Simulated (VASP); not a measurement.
# BN (P6_3mc) in VASP: notebook

The runs below take BN through single point, with r2SCAN.

Program: VASP 6.6.1. These are calculated values, not measurements. Logs are shortened: lines on timing, memory, paths and dates and some standing lists are left out, and cuts for length are marked.

## Step 1: The cell of the first run

It takes space group P6_3mc (No. 186, hexagonal). The conventional cell has a = 2.582 Å, b = 2.582 Å, c = 4.271 Å, α = 90.00°, β = 90.00°, γ = 120.00°. B (site symmetry 3m) has 4 N at 1.58 to 1.60 Å within 2.1 Å. Within 2.1 Å of N (site symmetry 3m) lie 4 B at 1.58 to 1.60 Å.

## Step 2: Single point, r2SCAN (strain +0.015 along x and y, +0.015 along z)

POSCAR

```
BN
1.0
    2.5821260212      0.0000000000      0.0000000000
   -1.2910630106      2.2361867302      0.0000000000
    0.0000000000      0.0000000000      4.2708611086
B N
2 2
Direct
    0.6666666667      0.3333333333      0.9997995909
    0.3333333333      0.6666666667      0.4997995909
    0.6666666667      0.3333333333      0.6252004091
    0.3333333333      0.6666666667      0.1252004091
```

INCAR.step1

```
PREC     = Accurate       # precision mode
ENCUT    = 520            # plane-wave cutoff, eV
ISMEAR   = 0              # smearing method
SIGMA    = 0.05           # smearing width, eV
LREAL    = False          # projectors in reciprocal space
LASPH    = True           # aspherical terms in the spheres
NELM     = 80             # most SCF steps
NBANDS   = 16             # bands
GGA      = PE             # functional
ALGO     = Normal         # electronic algorithm
EDIFF    = 1E-4           # SCF threshold, eV
LWAVE    = True           # write WAVECAR
LCHARG   = False          # write CHGCAR
```

INCAR.step2

```
PREC     = Accurate       # precision mode
ENCUT    = 520            # plane-wave cutoff, eV
EDIFF    = 1E-7           # SCF threshold, eV
ISMEAR   = 0              # smearing method
SIGMA    = 0.05           # smearing width, eV
LREAL    = False          # projectors in reciprocal space
LASPH    = True           # aspherical terms in the spheres
NELM     = 80             # most SCF steps
ALGO     = Normal         # electronic algorithm
ISIF     = 2              # what is computed and relaxed
LWAVE    = False          # write WAVECAR
LCHARG   = True           # write CHGCAR
METAGGA  = R2SCAN         # meta-GGA
LMIXTAU  = True         
LELF     = True           # ELF
LVHAR    = True         
NBANDS   = 16             # bands
ISTART   = 1
```

KPOINTS

```
regular mesh
0
Gamma
  12 12 6
```

Potentials or basis: VASP PAW PBE potentials, release 64 (B, N).

The run is started by

```sh
$ cat potpaw_PBE.64/B/POTCAR potpaw_PBE.64/N/POTCAR > POTCAR
$ cp INCAR.step1 INCAR
$ mpirun -np 1 vasp_std > vasp.out
$ cp INCAR.step2 INCAR
$ mpirun -np 1 vasp_std > vasp.out
```

OUTCAR:

```text
PREC = Accurate
   ENCUT = 520
   EDIFF = 1E-7
   ISMEAR = 0
   LREAL = False
   LASPH = True
   NELM = 80
   ISIF = 2
   METAGGA = R2SCAN
   ISTART = 1

 ion  position               nearest neighbor table
   1  0.667  0.333  1.000-   4 1.58   4 1.58   4 1.58   3 1.60
   2  0.333  0.667  0.500-   3 1.58   3 1.58   3 1.58   4 1.60
   3  0.667  0.333  0.625-   2 1.58   2 1.58   2 1.58   1 1.60
   4  0.333  0.667  0.125-   1 1.58   1 1.58   1 1.58   2 1.60

  LATTYP: Found a hexagonal cell.
 ALAT       =     2.5821260212
 C/A-ratio  =     1.6540095540

  Lattice vectors:

 A1 = (   2.5821260212,   0.0000000000,   0.0000000000)
 A2 = (  -1.2910630106,   2.2361867302,   0.0000000000)
 A3 = (   0.0000000000,   0.0000000000,   4.2708611086)

Analysis of symmetry for initial positions (statically):
=====================================================================
 Subroutine PRICEL returns:
 Original cell was already a primitive cell.

 Routine SETGRP: Setting up the symmetry group for a
 hexagonal supercell.

 Subroutine GETGRP returns: Found 12 space group operations
 (whereof  6 operations were pure point group operations)
 out of a pool of 24 trial point group operations.

The static configuration has the point symmetry C_3v.
 The point group associated with its full space group is C_6v.

Analysis of symmetry for dynamics (positions and initial velocities):
=====================================================================
 Subroutine PRICEL returns:
 Original cell was already a primitive cell.

 Routine SETGRP: Setting up the symmetry group for a
 hexagonal supercell.

 Subroutine GETGRP returns: Found 12 space group operations
 (whereof  6 operations were pure point group operations)
 out of a pool of 24 trial point group operations.

The dynamic configuration has the point symmetry C_3v.
 The point group associated with its full space group is C_6v.

 Subroutine INISYM returns: Found 12 space group operations
 (whereof  6 operations are pure point group operations),
 and found     1 'primitive' translations

----------------------------------------------------------------------------------------

                                     Primitive cell

  volume of cell :      24.6604

  direct lattice vectors                    reciprocal lattice vectors
     2.582126021  0.000000000  0.000000000     0.387277767  0.223594923  0.000000000
    -1.291063011  2.236186730  0.000000000     0.000000000  0.447189846  0.000000000
     0.000000000  0.000000000  4.270861109     0.000000000  0.000000000  0.234144819

  length of vectors
     2.582126021  2.582126021  4.270861109     0.447189846  0.447189846  0.234144819

  position of ions in fractional coordinates (direct lattice)
     0.666666667  0.333333333  0.999799591
     0.333333333  0.666666667  0.499799591
     0.666666667  0.333333333  0.625200409
     0.333333333  0.666666667  0.125200409

  ion indices of the primitive-cell ions
   primitive index   ion index
                 1           1
                 2           2
                 3           3
                 4           4

----------------------------------------------------------------------------------------

 KPOINTS: regular mesh

Automatic generation of k-mesh.
 Grid dimensions read from file:
 generate k-points for:   12   12    6

 Generating k-lattice:

  Cartesian coordinates                     Fractional coordinates (reciprocal lattice)
     0.032273147  0.018632910  0.000000000     0.083333333  0.000000000  0.000000000
     0.000000000  0.037265821  0.000000000     0.000000000  0.083333333  0.000000000
     0.000000000  0.000000000  0.039024136     0.000000000  0.000000000  0.166666667

  Length of vectors
     0.037265821  0.037265821  0.039024136

  Shift w.r.t. Gamma in fractional coordinates (k-lattice)
     0.000000000  0.000000000  0.000000000

 Subroutine IBZKPT returns following result:
 ===========================================

 Found     76 irreducible k-points:

 Following reciprocal coordinates:
            Coordinates               Weight
  0.000000  0.000000  0.000000      1.000000
  0.083333  0.000000  0.000000      6.000000
  0.166667  0.000000  0.000000      6.000000
  0.250000 -0.000000  0.000000      6.000000
  0.333333 -0.000000  0.000000      6.000000
  0.416667  0.000000  0.000000      6.000000
[... 16 lines left out ...]
  0.250000 -0.000000  0.166667     12.000000
  0.333333 -0.000000  0.166667     12.000000
 [... further k-points ...]
   k-points           NKPTS =     76   k-points in BZ     NKDIM =     76   number of bands    NBANDS=     16
   number of dos      NEDOS =    301   number of ions     NIONS =      4
   total plane-waves  NPLWV =  12800
   dimension x,y,z NGX =    20 NGY =   20 NGZ =   32
   dimension x,y,z NGXF=    40 NGYF=   40 NGZF=   64
   ions per type =               2   2
   NGX,Y,Z   is equivalent  to a cutoff of  12.88, 12.88, 12.46 a.u.
   NGXF,Y,Z  is equivalent  to a cutoff of  25.75, 25.75, 24.91 a.u.
 SYSTEM =  unknown system
   PREC   = accura    normal or accurate (medium, high low for compatibility)
   ISTART =      1    job   : 0-new  1-cont  2-samecut
   ICHARG =      0    charge: 1-file 2-atom 10-const
   ISPIN  =      1    spin polarized calculation?
   LNONCOLLINEAR =      F non collinear calculations
   LSORBIT =      F    spin-orbit coupling
   LASPH  =      T    aspherical Exc in radial PAW
   ENCUT  =  520.0 eV  38.22 Ry    6.18 a.u.   4.80  4.80  7.94*2*pi/ulx,y,z
   NELM   =     80;   NELMIN=  2; NELMDL=  0     # of ELM steps
   EDIFF  = 0.1E-06   stopping-criterion for ELM
   LREAL  =      F    real-space projection
   EDIFFG = 0.1E-05   stopping-criterion for IOM
   NSW    =      0    number of steps for IOM
   IBRION =     -1    ionic relax: 0-MD 1-quasi-New 2-CG
   NFREE  =      0    steps in history (QN), initial steepest desc. (CG)
   ISIF   =      2    stress and relaxation
   ISYM   =      2    0-nonsym 1-usesym 2-fastsym
   POTIM  = 0.5000    time-step for ionic-motion
   TEBEG  =    0.0;   TEEND  =   0.0 temperature during run
   PSTRESS=    0.0 pullay stress
   NELECT =      16.0000    total number of electrons
   NUPDOWN=      -1.0000    fix difference up-down
   EMIN   =  10.00;   EMAX   =-10.00  energy-range for DOS
   EFERMI =   0.00;   METHOD = LEGACY
   ISMEAR =     0;   SIGMA  =   0.05  broadening in eV -4-tet -1-fermi 0-gaus
   EFERMI_NEDOS =   21; number of points for ismear=-14 and -15
   IALGO  =     38    algorithm
   IMIX   =      4    mixing-type and parameters
     AMIX     =   0.40;   BMIX     =  1.00
     AMIX_MAG =   1.60;   BMIX_MAG =  1.00
  volume/ion in A,a.u.               =       6.17        41.60
  Fermi-wavevector in a.u.,A,eV,Ry     =   1.417254  2.678223 27.328802  2.008610
  Thomas-Fermi vector in A             =   2.538504
   LORBIT       =      0    0 simple, 1 ext, 2 COOP (PROOUT), +10 PAW based schemes
   METAGGA = R2SCAN    functional components
   LHFCALC =     F    Hartree Fock is set to
   AEXX    =    0.0000 exact exchange contribution
   IVDW    =     0    specifies the selected vdW correction
   LEPSILON=     F    determine dielectric tensor
   LRPA    =     F    only Hartree local field effects (RPA)
 non-spin polarized calculation
 Gauss-broadening in eV      SIGMA  =   0.05
  energy-cutoff  :      520.00
  volume of cell :       24.66
 maximum number of plane-waves:       675
 NGX is ok and might be reduce to    20
   NGX =  9   NGY =  9   NGZ = 15

 number of electron      16.0000000 magnetization

 Free energy of the ion-electron system (eV)
  ---------------------------------------------------
  ext. energy  EPLUGINS =         0.00000000
  ---------------------------------------------------
  free energy    TOTEN  =       -38.21969531 eV

  energy without entropy =      -38.21969531  energy(sigma->0) =      -38.21969531

 E-fermi :   7.0884     XC(G=0): -13.4103

 val. band max:        6.8767143969   @ k =   0.0000   0.0000   0.0000
 cond. band min:      12.6509997061   @ k =   0.3333   0.3333   0.0000
 fundamental gap:      5.7742853092
 Fermi energy:         7.0883915257

 k-point     1 :       0.0000    0.0000    0.0000
  band No.  band energies     occupation
      1     -14.0957      2.00000
      2     -10.0657      2.00000
      3      -4.0271      2.00000
      4       4.7639      2.00000
      5       4.7639      2.00000
      6       6.6217      2.00000
[... 8 lines left out ...]
     15      19.2973      0.00000
     16      23.7217      0.00000

 k-point     2 :       0.0833    0.0000    0.0000
  band No.  band energies     occupation
      1     -13.9446      2.00000
      2      -9.9514      2.00000
      3      -3.8766      2.00000
      4       4.0581      2.00000
      5       4.4843      2.00000
      6       6.2813      2.00000
[... 8 lines left out ...]
     15      19.7455      0.00000
     16      23.4754      0.00000

 k-point     3 :       0.1667    0.0000    0.0000
  band No.  band energies     occupation
      1     -13.4969      2.00000
      2      -9.6254      2.00000
      3      -3.4312      2.00000
      4       2.3706      2.00000
      5       3.8256      2.00000
      6       4.8239      2.00000
[... 8 lines left out ...]
     15      20.9154      0.00000
     16      22.7838      0.00000

 k-point     4 :       0.2500   -0.0000    0.0000
  band No.  band energies     occupation
      1     -12.7725      2.00000
      2      -9.1527      2.00000
      3      -2.7136      2.00000
      4       0.3862      2.00000
      5       3.0161      2.00000
      6       3.0847      2.00000
[... 8 lines left out ...]
     15      22.4353      0.00000
     16      22.8098      0.00000

 k-point     5 :       0.3333   -0.0000    0.0000
  band No.  band energies     occupation
      1     -11.8195      2.00000
      2      -8.6982      2.00000
      3      -1.7818      2.00000
      4      -1.3769      2.00000
      5       1.2262      2.00000
      6       2.4590      2.00000
[... 8 lines left out ...]
     15      23.1400      0.00000
     16      23.9106      0.00000

 k-point     6 :       0.4167    0.0000    0.0000
  band No.  band energies     occupation
      1     -10.7652      2.00000
      2      -8.5820      2.00000
      3      -2.4577      2.00000
      4      -0.8423      2.00000
      5      -0.1678      2.00000
      6       2.0519      2.00000
[... 8 lines left out ...]
     15      23.6942      0.00000
     16      24.9748      0.00000
[... 267 lines left out ...]
 k-point    21 :       0.0833    0.0000    0.1667
  band No.  band energies     occupation
      1     -13.7791      2.00000
      2     -10.4622      2.00000
      3      -3.0734      2.00000
      4       4.1829      2.00000
      5       4.6069      2.00000
      6       5.5111      2.00000
[... 8 lines left out ...]
     15      19.4324      0.00000
     16      23.1055      0.00000

 k-point    22 :       0.1667    0.0000    0.1667
  band No.  band energies     occupation
      1     -13.3342      2.00000
      2     -10.1086      2.00000
      3      -2.6818      2.00000
      4       2.5185      2.00000
      5       3.9574      2.00000
      6       4.3739      2.00000
[... 8 lines left out ...]
     15      20.5958      0.00000
     16      22.7304      0.00000

 k-point    23 :       0.2500   -0.0000    0.1667
  band No.  band energies     occupation
      1     -12.6154      2.00000
      2      -9.5804      2.00000
      3      -2.1158      2.00000
      4       0.6160      2.00000
      5       2.5819      2.00000
      6       3.2239      2.00000
[... 8 lines left out ...]
     15      22.0924      0.00000
     16      22.8751      0.00000

 k-point    24 :       0.3333   -0.0000    0.1667
  band No.  band energies     occupation
      1     -11.6733      2.00000
      2      -9.0224      2.00000
      3      -1.9858      2.00000
      4      -0.5027      2.00000
      5       0.7922      2.00000
      6       2.6029      2.00000
[... 8 lines left out ...]
     15      23.5170      0.00000
     16      23.6882      0.00000

 [... further k-points ...]

------------------------ aborting loop because EDIFF is reached ----------------------------------------

  FORCE on cell =-STRESS in cart. coord.  units (eV):
  Direction    XX          YY          ZZ          XY          YZ          ZX
  --------------------------------------------------------------------------------------
  -------------------------------------------------------------------------------------
  Total       -2.3273812     -2.3273812     -2.3547386      0.0000000      0.0000000      0.0000000
  in kB     -151.2088319   -151.2088319   -152.9862251      0.0000000      0.0000000      0.0000000
  external PRESSURE =    -151.8012963 kB  Pullay stress =       0.0000000 kB

 VOLUME and BASIS-vectors are now :
 -----------------------------------------------------------------------------
  energy-cutoff  :      520.00
  volume of cell :       24.66
      direct lattice vectors                 reciprocal lattice vectors
     2.582126021  0.000000000  0.000000000     0.387277767  0.223594923  0.000000000
    -1.291063011  2.236186730  0.000000000     0.000000000  0.447189846  0.000000000
     0.000000000  0.000000000  4.270861109     0.000000000  0.000000000  0.234144819

 POSITION                                       TOTAL-FORCE (eV/Angst)
 -----------------------------------------------------------------------------------
      1.29106      0.74540      4.27001         0.000000     -0.000000      0.030278
     -0.00000      1.49079      2.13457        -0.000000     -0.000000      0.030278
      1.29106      0.74540      2.67014        -0.000000      0.000000     -0.030278
     -0.00000      1.49079      0.53471         0.000000     -0.000000     -0.030278
 -----------------------------------------------------------------------------------
    total drift:                               -0.000000     -0.000000      0.002194

  FREE ENERGIE OF THE ION-ELECTRON SYSTEM (eV)
  ---------------------------------------------------
  free  energy   TOTEN  =       -38.2196953091 eV

  energy  without entropy=      -38.2196953091  energy(sigma->0) =      -38.21969531
```

Run time: 93 s. Hardware: 1 thread of Intel Xeon Platinum 8259CL at 2.50GHz (Skylake/Cascade Lake), shared host; peak memory 0.15 GiB.

What came out:

```yaml
Free_energy: -38.2197 eV
Pressure: -15.2 GPa
Largest_force: 0.030 eV/Å
Band_gap_on_the_k_mesh: 5.77 eV, indirect (least direct gap 8.74 eV)
```

Forces in eV/Å, atoms in the order of the input:
```
B    0.000  0.000  0.030
B    0.000  0.000  0.030
N    0.000  0.000 -0.030
N    0.000  0.000 -0.030
```

Levels at points of the mesh, in eV from the valence-band top:
| k point | band 4 | band 5 | band 6 | band 7 | band 8 | band 9 | band 10 | band 11 | band 12 | band 13 |
| --- | --- | --- | --- | --- | --- | --- | --- | --- | --- | --- |
| (0.00, 0.00, 0.00) | -2.11 | -2.11 | -0.25 | 0.00 | 0.00 | 8.89 | 8.89 | 9.03 | 9.65 | 10.86 |
| (0.50, 0.00, 0.00) | -7.90 | -6.94 | -4.97 | -4.31 | -2.10 | 7.12 | 8.45 | 11.13 | 11.74 | 13.37 |
| (0.00, 0.00, 0.50) | -5.78 | -1.17 | -1.17 | -1.17 | -1.17 | 9.80 | 9.80 | 10.44 | 10.44 | 10.44 |
| (0.50, 0.00, 0.50) | -10.06 | -3.75 | -3.75 | -3.58 | -3.58 | 7.02 | 7.02 | 10.40 | 10.40 | 14.86 |

Caveat: the cell differs from its parent crystal (strain +0.015 along x and y, +0.015 along z); the PAW data sets were made with another functional, which shifts forces and pressure a little. A k mesh can miss the band edges.

## Step 3: Single point, r2SCAN (strain +0.030 along x and y, +0.000 along z)

POSCAR

```
BN
1.0
    2.6202855191      0.0000000000      0.0000000000
   -1.3101427595      2.2692338247      0.0000000000
    0.0000000000      0.0000000000      4.2077449346
B N
2 2
Direct
    0.6666666667      0.3333333333      0.9997995909
    0.3333333333      0.6666666667      0.4997995909
    0.6666666667      0.3333333333      0.6252004091
    0.3333333333      0.6666666667      0.1252004091
```

INCAR.step1

```
SYSTEM = BN
  ALGO = Normal
  EDIFF = 1E-4
  ENCUT = 520
  GGA = PE
  ISMEAR = 0
  LASPH = .TRUE.
  LCHARG = .FALSE.
  LREAL = .FALSE.
  LWAVE = .TRUE.
  NBANDS = 16
  NELM = 100
  PREC = Accurate
  SIGMA = 0.05
```

INCAR.step2

```
SYSTEM = BN
  ALGO = Normal
  EDIFF = 1E-6
  ENCUT = 520
  ISIF = 2
  ISMEAR = 0
  ISTART = 1
  LASPH = .TRUE.
  LCHARG = .FALSE.
  LMIXTAU = .TRUE.
  LREAL = .FALSE.
  LWAVE = .FALSE.
  METAGGA = R2SCAN
  NBANDS = 16
  NELM = 100
  PREC = Accurate
  SIGMA = 0.05
```

KPOINTS

```
k-points
0
G
  12 12 6
  0 0 0
```

Potentials or basis: VASP PAW PBE potentials, release 64 (B, N).

The run is started by

```sh
$ cat potpaw_PBE.64/B/POTCAR potpaw_PBE.64/N/POTCAR > POTCAR
$ cp INCAR.step1 INCAR
$ mpirun -np 1 vasp_std > vasp.out
$ cp INCAR.step2 INCAR
$ mpirun -np 1 vasp_std > vasp.out
```

Run time: 75 s. Hardware: 1 thread of Intel Xeon Platinum 8259CL at 2.50GHz (Skylake/Cascade Lake), shared host; peak memory 0.15 GiB.

Results (log left out):

| Item | Value |
| --- | --- |
| Free energy | -38.1422 eV |
| Pressure | -19.4 GPa |
| Largest force | 0.008 eV/Å |
| Band gap on the k mesh | 5.88 eV, indirect (least direct gap 8.43 eV) |

Forces on the atoms (eV/Å):
```
B    0.000  0.000 -0.008
B    0.000  0.000 -0.008
N    0.000  0.000  0.008
N    0.000  0.000  0.008
```

Stress tensor (GPa, compression positive):
```
-27.99   0.00   0.00
  0.00 -27.99   0.00
  0.00   0.00  -2.26
```

Levels at points of the mesh, in eV from the valence-band top:
```
           k point  band 4  band 5  band 6  band 7  band 8  band 9  band 10  band 11  band 12  band 13
(0.00, 0.00, 0.00)   -2.30   -2.30   -0.19    0.00    0.00    8.56     8.56     8.89     9.91    10.29
(0.50, 0.00, 0.00)   -7.56   -6.92   -5.05   -4.31   -1.95    6.76     8.58    10.86    11.52    13.98
(0.00, 0.00, 0.50)   -5.47   -1.28   -1.28   -1.28   -1.28    9.23     9.23    10.18    10.18    10.18
(0.50, 0.00, 0.50)   -9.93   -3.75   -3.75   -3.39   -3.39    7.01     7.01    10.50    10.50    14.69
```

Caveat: the cell differs from its parent crystal (strain +0.030 along x and y, +0.000 along z); the PAW data sets were made with another functional, which shifts forces and pressure a little. A k mesh can miss the band edges.

(Continued in part 2 of 2.)
